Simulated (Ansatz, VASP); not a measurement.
## One calculation of Au, two programs

```
Au
1.0
    -1.71888    1.71888    1.52361
     1.71888   -1.71888    1.52361
     1.71888    1.71888   -1.52361
Au
1
Direct
  0.00000 0.00000 0.00000
```

Alike in both runs: functional PBE; k mesh 10 × 10 × 10; occupations gaussian, width 0.1 eV; no spin polarisation.

Ansatz relaxed the structure, and its values are those at the end. VASP's run is a single point on that final structure, the one shown.

|  | VASP | Ansatz |
| --- | --- | --- |
| version | VASP 6.6.1 | Ansatz 0.2.0 |
| potentials or method | VASP PAW PBE potentials, release 64 (Au), cutoff 520 eV | scalar-relativistic, plane waves, PAW |
| valence electrons in the cell | 11 | 19 |

|  | VASP | Ansatz | Ansatz less VASP |
| --- | --- | --- | --- |
| gap on the k mesh at the Fermi level (eV) | none | none | - |
| pressure (GPa) | 0.0 | 0.2 | +0.20 |

A gap of «none» marks a metal or a gap that the smearing closes. With one functional, cell and mesh, what is left measures potentials, basis and numerics. VASP's potentials hold 11 valence electrons a cell and Ansatz's 19, so a difference there can come from the potentials and not from the codes.

Spin-orbit coupling is off throughout.
